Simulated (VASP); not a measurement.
Set up this calculation in VASP 6.6.1, as the native input.

```yaml
Task: single point
Functional: r2SCAN
Potentials_or_basis: VASP PAW PBE potentials, release 64 (K_sv, Cl)
Cutoff: 520 eV
k_mesh: 6 × 6 × 4
Occupations: gaussian, width 0.01 eV
Spin: no spin polarisation
Dipole_correction: no
Further_INCAR_settings: ALGO = Normal; EDIFF = 1e-06; NBANDS = 24
```

The system is KCl.

```
K Cl
1.0
     5.34380    0.00000    0.00000
    -2.67190    4.62787    0.00000
     0.00000    0.00000    6.23917
K Cl
2 2
Direct
  0.33333 0.66667 0.93750
  0.66667 0.33333 0.43750
  0.33333 0.66667 0.43750
  0.66667 0.33333 0.93750
```

One way to write it, as run:

POSCAR

```
KCl
1.0
    5.3438034984      0.0000000000      0.0000000000
   -2.6719017492      4.6278695824      0.0000000000
    0.0000000000      0.0000000000      6.2391671764
K Cl
2 2
Direct
    0.3333333333      0.6666666667     -0.0625000000
    0.6666666667      0.3333333333      0.4375000000
    0.3333333333      0.6666666667      0.4375000000
    0.6666666667      0.3333333333      0.9375000000
```

INCAR.step1

```
  ALGO = Normal
  EDIFF = 1E-4
  ENCUT = 520
  GGA = PE
  ISMEAR = 0
  LASPH = T
  LCHARG = F
  LREAL = F
  LWAVE = T
  NBANDS = 24
  NELM = 80
  PREC = Accurate
  SIGMA = 0.01
```

INCAR.step2

```
  ALGO = Normal
  EDIFF = 1E-6
  ENCUT = 520
  ISIF = 2
  ISMEAR = 0
  ISTART = 1
  LASPH = T
  LCHARG = F
  LMIXTAU = T
  LREAL = F
  LWAVE = F
  METAGGA = R2SCAN
  NBANDS = 24
  NELM = 80
  PREC = Accurate
  SIGMA = 0.01
```

KPOINTS

```
k-points
0
Gamma
  6 6 4
```

Potentials or basis: VASP PAW PBE potentials, release 64 (K_sv, Cl).

Run with:

```sh
$ cat potpaw_PBE.64/K_sv/POTCAR potpaw_PBE.64/Cl/POTCAR > POTCAR
$ cp INCAR.step1 INCAR
$ mpirun -np 1 vasp_std > vasp.out
$ cp INCAR.step2 INCAR
$ mpirun -np 1 vasp_std > vasp.out
```

Results of the run:

```json
{"Pressure": "0.0 GPa", "Band gap on the k mesh": "5.36 eV"}
```

Caveat: the PAW data sets were made with another functional, which shifts forces and pressure a little.

It took 4.5 min on 1 thread of Intel(R) Xeon(R) Platinum 8259CL CPU @ 2.50GHz (Skylake/Cascade Lake), with other jobs on the host, peak memory 0.32 GiB.
